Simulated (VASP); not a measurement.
Input of a VASP 6.6.1 run:

Contents of INCAR:

```
PREC = Accurate
ENCUT = 520
EDIFF = 1E-8
ISMEAR = 0
SIGMA = 0.1
LREAL = False
LASPH = True
NELM = 100
ALGO = Normal
ISIF = 2
LWAVE = False
LCHARG = False
GGA = PE
LEFG = True
NBANDS = 16
```

Contents of KPOINTS:

```
Automatic mesh
0
Gamma
  18 18 12
```

Contents of POSCAR:

```
ZrB2
1.0
    3.1670000000      0.0000000000      0.0000000000
   -1.5835000000      2.7427024538      0.0000000000
    0.0000000000      0.0000000000      3.5310000000
Zr B
1 2
Direct
    0.0000000000      0.0000000000      0.0000000000
    0.3333333333      0.6666666667      0.5000000000
    0.6666666667      0.3333333333      0.5000000000
```

Potentials or basis: VASP PAW PBE potentials, release 64 (Zr_sv, B).

Run with:

```console
$ cat potpaw_PBE.64/Zr_sv/POTCAR potpaw_PBE.64/B/POTCAR > POTCAR
$ mpirun -np 1 vasp_std > vasp.out
```

Problem. Predict the pressure.

Solution. 1.5 GPa.

Problem. Estimate the band gap on the k mesh.

Solution. Zero (band 9 reaches 11.32 eV, above the bottom of band 10 at 10.04 eV).

Stress tensor (GPa, compression positive):
```
1.32 0.00 0.00
0.00 1.32 0.00
0.00 0.00 1.88
```

Caveat: without QUAD_EFG the Cq values of the log hold for a quadrupole moment of 1 mb, not for the nuclei.
